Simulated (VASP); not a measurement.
# Si4C5 in VASP: notebook

The runs below take Si4C5 through single point, with LDA.

Program: VASP 6.6.1. These are calculated values, not measurements. Logs are shortened: lines on timing, memory, paths and dates and some standing lists are left out, and cuts for length are marked.

## Step 1: The cell of the first run

The cell holds a slab with vacuum, 9 atoms: a = 3.056 Å, b = 3.056 Å, c = 23.638 Å, α = 90.00°, β = 90.00°, γ = 120.00°.

## Step 2: Single point, LDA, collinear spin

The input, INCAR:

```
SYSTEM = Si4C5
PREC = Accurate ; ENCUT = 520
EDIFF = 1E-7 ; ISMEAR = 0
SIGMA = 0.05 ; LREAL = .FALSE.
LASPH = .TRUE. ; NELM = 150
ALGO = Normal ; ISIF = 2
LWAVE = .FALSE. ; LCHARG = .FALSE.
ISPIN = 2 ; MAGMOM = 0 0 0 0 2 0 0 0 0
LORBIT = 11 ; LDIPOL = .TRUE.
IDIPOL = 3 ; DIPOL = 0.5 0.5 0.366
NBANDS = 32
```

The input, KPOINTS:

```
regular mesh
0
G
  9 9 1
  0 0 0
```

The input, POSCAR:

```
Si4C5
1.0
    3.0563072983      0.0000000000      0.0000000000
   -1.5281536492      2.6468397621      0.0000000000
    0.0000000000      0.0000000000     23.6378374631
C Si
5 4
Direct
    0.3333333333      0.6666666667      0.1692202176
    0.6666666667      0.3333333333      0.2753282571
    0.3333333333      0.6666666667      0.3826369403
    0.6666666667      0.3333333333      0.4898183375
    0.6666666667      1.3333333333      0.5584880005
    0.6666666667      0.3333333333      0.1955786881
    0.3333333333      0.6666666667      0.3016867276
    0.6666666667      0.3333333333      0.4074705945
    0.3333333333      0.6666666667      0.5134918743
```

Potentials or basis: VASP PAW LDA potentials, release 64 (C, Si).

Command:

```bash
cat potpaw_LDA.64/C/POTCAR potpaw_LDA.64/Si/POTCAR > POTCAR
mpirun -np 1 vasp_std > vasp.out
```

OUTCAR:

```text
SYSTEM = Si4C5
   PREC = Accurate
   ENCUT = 520
   EDIFF = 1E-7
   ISMEAR = 0
   LREAL = .FALSE.
   LASPH = .TRUE.
   NELM = 150
   ISIF = 2
   ISPIN = 2
   LORBIT = 11

 ion  position               nearest neighbor table
   1  0.333  0.667  0.169-   6 1.87   6 1.87   6 1.87
   2  0.667  0.333  0.275-   7 1.87   7 1.87   7 1.87   6 1.89
   3  0.333  0.667  0.383-   8 1.86   8 1.86   8 1.86   7 1.91
   4  0.667  0.333  0.490-   5 1.62   9 1.85   9 1.85   9 1.85   8 1.95
   5  0.667  0.333  0.558-   4 1.62   9 2.06   9 2.06   9 2.06
   6  0.667  0.333  0.196-   1 1.87   1 1.87   1 1.87   2 1.89   7 3.07   7 3.07   7 3.07
   7  0.333  0.667  0.302-   2 1.87   2 1.87   2 1.87   3 1.91   8 3.06   8 3.06   8 3.06   6 3.07
                             6 3.07   6 3.07
   8  0.667  0.333  0.407-   3 1.86   3 1.86   3 1.86   4 1.95   7 3.06   7 3.06   7 3.06   9 3.07
                             9 3.07   9 3.07
   9  0.333  0.667  0.513-   4 1.85   4 1.85   4 1.85   5 2.06   5 2.06   5 2.06   8 3.07   8 3.07
                             8 3.07

  LATTYP: Found a hexagonal cell.
 ALAT       =     3.0563072983
 C/A-ratio  =     7.7341167481

  Lattice vectors:

 A1 = (   3.0563072983,   0.0000000000,   0.0000000000)
 A2 = (  -1.5281536492,   2.6468397621,   0.0000000000)
 A3 = (   0.0000000000,   0.0000000000,  23.6378374631)

Analysis of symmetry for initial positions (statically):
=====================================================================
 Subroutine PRICEL returns:
 Original cell was already a primitive cell.

 Routine SETGRP: Setting up the symmetry group for a
 hexagonal supercell.

 Subroutine GETGRP returns: Found  6 space group operations
 (whereof  6 operations were pure point group operations)
 out of a pool of 24 trial point group operations.

The static configuration has the point symmetry C_3v.

Analysis of symmetry for dynamics (positions and initial velocities):
=====================================================================
 Subroutine PRICEL returns:
 Original cell was already a primitive cell.

 Routine SETGRP: Setting up the symmetry group for a
 hexagonal supercell.

 Subroutine GETGRP returns: Found  6 space group operations
 (whereof  6 operations were pure point group operations)
 out of a pool of 24 trial point group operations.

The dynamic configuration has the point symmetry C_3v.

Analysis of structural, dynamic, and magnetic symmetry:
=====================================================================
 Subroutine PRICEL returns:
[... 167 lines left out ...]
 val. band max:        0.9443925107   @ k =   0.4444   0.0000   0.0000
 cond. band min:       0.9749721878   @ k =   0.2222   0.1111   0.0000
 fundamental gap:      0.0305796771
 Fermi energy:         0.9670583375

 spin component 1

 k-point     1 :       0.0000    0.0000    0.0000
  band No.  band energies     occupation
      1     -18.2281      1.00000
      2     -15.6783      1.00000
      3     -14.2093      1.00000
      4     -11.9506      1.00000
      5     -10.6864      1.00000
      6      -7.0803      1.00000
[... 385 lines left out ...]
     29       9.1142      0.00000
     30       9.7529      0.00000
 Fermi energy:         0.9670583375

 spin component 2

 k-point     1 :       0.0000    0.0000    0.0000
  band No.  band energies     occupation
      1     -18.2077      1.00000
      2     -15.7071      1.00000
      3     -14.3113      1.00000
      4     -12.2318      1.00000
      5     -10.7180      1.00000
      6      -7.1952      1.00000
[... 385 lines left out ...]
     29       8.9533      0.00000
     30       9.7437      0.00000
 [bands above 30 left out]

------------------------ aborting loop because EDIFF is reached ----------------------------------------

 vacuum level on the upper side and lower side of the slab       (xc-potential included)        -0.211         0.038

  FORCE on cell =-STRESS in cart. coord.  units (eV):
  Direction    XX          YY          ZZ          XY          YZ          ZX
  --------------------------------------------------------------------------------------
  -------------------------------------------------------------------------------------
  Total       -1.0360443     -1.0360443      1.5319049      0.0000000      0.0000000     -0.0000000
  in kB       -8.6807350     -8.6807350     12.8354171      0.0000000      0.0000000     -0.0000000
  external PRESSURE =      -1.5086843 kB  Pullay stress =       0.0000000 kB

 VOLUME and BASIS-vectors are now :
 -----------------------------------------------------------------------------
  energy-cutoff  :      520.00
  volume of cell :      191.22
      direct lattice vectors                 reciprocal lattice vectors
     3.056307298  0.000000000  0.000000000     0.327192230  0.188904522  0.000000000
    -1.528153649  2.646839762  0.000000000     0.000000000  0.377809044  0.000000000
     0.000000000  0.000000000 23.637837463     0.000000000  0.000000000  0.042305054

 POSITION                                       TOTAL-FORCE (eV/Angst)
 -----------------------------------------------------------------------------------
     -0.00000      1.76456      4.00000         0.000000      0.000000      2.562347
      1.52815      0.88228      6.50816        -0.000000     -0.000000      1.301066
     -0.00000      1.76456      9.04471        -0.000000      0.000000      0.156779
      1.52815      0.88228     11.57825         0.000000      0.000000     -4.352502
      1.52815      0.88228     13.20145         0.000000     -0.000000      0.053788
      1.52815      0.88228      4.62306        -0.000000      0.000000     -3.098486
     -0.00000      1.76456      7.13122         0.000000      0.000000     -0.856552
      1.52815      0.88228      9.63172         0.000000     -0.000000     -0.069650
     -0.00000      1.76456     12.13784         0.000000      0.000000      4.303210
 -----------------------------------------------------------------------------------
    total drift:                               -0.000000      0.000000      0.000213

  FREE ENERGIE OF THE ION-ELECTRON SYSTEM (eV)
  ---------------------------------------------------
  free  energy   TOTEN  =       -68.3594696808 eV

  energy  without entropy=      -68.3527063278  energy(sigma->0) =      -68.35608800

 vacuum level on the upper side and lower side of the slab         7.118         7.372

 total charge

# of ion       s       p       d       tot
------------------------------------------
    1        0.858   1.554   0.000   2.413
    2        0.839   1.715   0.000   2.554
    3        0.835   1.725   0.000   2.561
    4        0.848   1.745   0.000   2.593
    5        0.966   1.292   0.000   2.259
    6        0.715   0.996   0.000   1.711
    7        0.715   0.980   0.000   1.695
    8        0.719   0.955   0.000   1.674
    9        0.655   0.971   0.000   1.626
--------------------------------------------------
tot          7.151  11.933   0.000  19.084

 magnetization (x)

# of ion       s       p       d       tot
------------------------------------------
    1       -0.042  -0.297   0.000  -0.339
    2       -0.007  -0.040   0.000  -0.047
    3       -0.000  -0.006   0.000  -0.006
    4       -0.000   0.004   0.000   0.004
    5        0.001   0.018   0.000   0.019
    6        0.002   0.001   0.000   0.003
    7       -0.004  -0.004   0.000  -0.008
    8        0.000  -0.000   0.000   0.000
    9        0.003   0.001   0.000   0.004
--------------------------------------------------
tot         -0.048  -0.322   0.000  -0.370
```

OSZICAR:

```text
N       E                     dE             d eps       ncg     rms          rms(c)
DAV:   1     0.168170827651E+03    0.16817E+03   -0.14799E+04  1536   0.928E+02
DAV:   2    -0.551150511674E+02   -0.22329E+03   -0.21221E+03  2048   0.202E+02
DAV:   3    -0.752540921367E+02   -0.20139E+02   -0.19733E+02  1944   0.587E+01
DAV:   4    -0.760623137364E+02   -0.80822E+00   -0.80558E+00  2160   0.139E+01
[... 12 lines left out ...]
DAV:  58    -0.683594688576E+02   -0.30447E-06   -0.13496E-08  1424   0.496E-04    0.439E-04
DAV:  59    -0.683594692680E+02   -0.41035E-06   -0.79130E-09  1416   0.333E-04    0.358E-04
DAV:  60    -0.683594694884E+02   -0.22049E-06   -0.58740E-09  1392   0.314E-04    0.169E-04
DAV:  61    -0.683594695896E+02   -0.10117E-06   -0.22725E-09  1392   0.201E-04    0.113E-04
DAV:  62    -0.683594696808E+02   -0.91180E-07   -0.23314E-09  1344   0.169E-04
   1 F= -.68359470E+02 E0= -.68356088E+02  d E =-.676335E-02  mag=    -0.7854
```

It took 11 min on 1 thread of Intel Xeon Platinum 8488C (Sapphire Rapids), shared host; peak memory 0.33 GiB.

Results:

| Item | Value |
| --- | --- |
| Free energy | -68.3595 eV |
| Largest force | 4.353 eV/Å |
| Net moment | -0.79 μB per cell |
| Site moments | C -0.34, -0.05, -0.01, +0.00, +0.02; Si +0.00, -0.01 (each value once) μB |
| Valence electrons inside the program's atomic spheres | C 2.41, 2.55, 2.56, 2.59, 2.26; Si 1.71, 1.70, 1.67, 1.63 |

Forces in eV/Å, atoms in the order of the input:
```
C    0.000  0.000  2.562
C    0.000  0.000  1.301
C    0.000  0.000  0.157
C    0.000  0.000 -4.353
C    0.000  0.000  0.054
Si   0.000  0.000 -3.098
Si   0.000  0.000 -0.857
Si   0.000  0.000 -0.070
Si   0.000  0.000  4.303
```

Caveat: a moment this small can come from the mesh or the smearing.

## Step 3: Single point, LDA, collinear spin

The input, INCAR:

```
PREC     = Accurate       # precision mode
ENCUT    = 520            # plane-wave cutoff, eV
EDIFF    = 1E-6           # SCF threshold, eV
ISMEAR   = 0              # smearing method
SIGMA    = 0.05           # smearing width, eV
LREAL    = F              # projectors in reciprocal space
LASPH    = T              # aspherical terms in the spheres
NELM     = 150            # most SCF steps
ALGO     = Normal         # electronic algorithm
ISIF     = 2              # what is computed and relaxed
LWAVE    = F              # write WAVECAR
LCHARG   = F              # write CHGCAR
ISPIN    = 2              # spin polarisation
MAGMOM   = 0 0 0 0 2 0 0 0 0 # initial moments
LORBIT   = 11             # projections on sites
LDIPOL   = T            
IDIPOL   = 3            
DIPOL    = 0.5 0.5 0.366
GGA      = CA             # functional
NBANDS   = 32             # bands
```

The input, KPOINTS:

```
regular mesh
0
Gamma
  9 9 1
```

POSCAR: that of step 2 with these lines changed.

```diff
@@ -12,3 +12,3 @@
     0.6666666667      0.3333333333      0.4898183375
-    0.6666666667      1.3333333333      0.5584880005
+    1.0000000000      1.0000000000      0.5593243104
     0.6666666667      0.3333333333      0.1955786881
```

Potentials or basis: VASP PAW LDA potentials, release 64 (C, Si).

Command:

```bash
cat potpaw_LDA.64/C/POTCAR potpaw_LDA.64/Si/POTCAR > POTCAR
mpirun -np 1 vasp_std > vasp.out
```

Wall time 5.6 min (1 thread of Intel Xeon Platinum 8488C (Sapphire Rapids), shared host); peak memory 0.32 GiB.

It converged, with:

| Property | Result |
| --- | --- |
| Free energy | -67.6555 eV |
| Largest force | 3.301 eV/Å |
| Net moment | -0.05 μB per cell |
| Site moments | C -0.36, -0.06, -0.01, +0.05, +0.37; Si +0.00, -0.01, +0.01 (each value once) μB |
| Valence electrons inside the program's atomic spheres | C 2.41, 2.55, 2.56, 2.53, 2.18; Si 1.71, 1.70, 1.69 (each value once) |

Forces in eV/Å, atoms in the order of the input:
```
C    0.000  0.000  2.441
C    0.000  0.000  0.862
C    0.000  0.000 -0.486
C    0.000  0.000 -3.301
C    0.000  0.000  0.025
Si   0.000  0.000 -2.838
Si   0.000  0.000 -0.374
Si   0.000  0.000  0.604
Si   0.000  0.000  3.066
```

Levels at points of the mesh, in eV from the Fermi level:
Spin up:
| k point | band 16 | band 17 | band 18 | band 19 | band 20 | band 21 |
| --- | --- | --- | --- | --- | --- | --- |
| (0.00, 0.00, 0.00) | -0.24 | -0.24 | 0.21 | 0.21 | 0.59 | 4.15 |
Spin down:
```csv
k point,band 14,band 15,band 16,band 17,band 18,band 19,band 20,band 21,band 22,band 23
"(0.00, 0.00, 0.00)",-1.41,-1.00,-0.26,-0.26,0.42,0.42,1.07,4.17,5.01,5.75
```
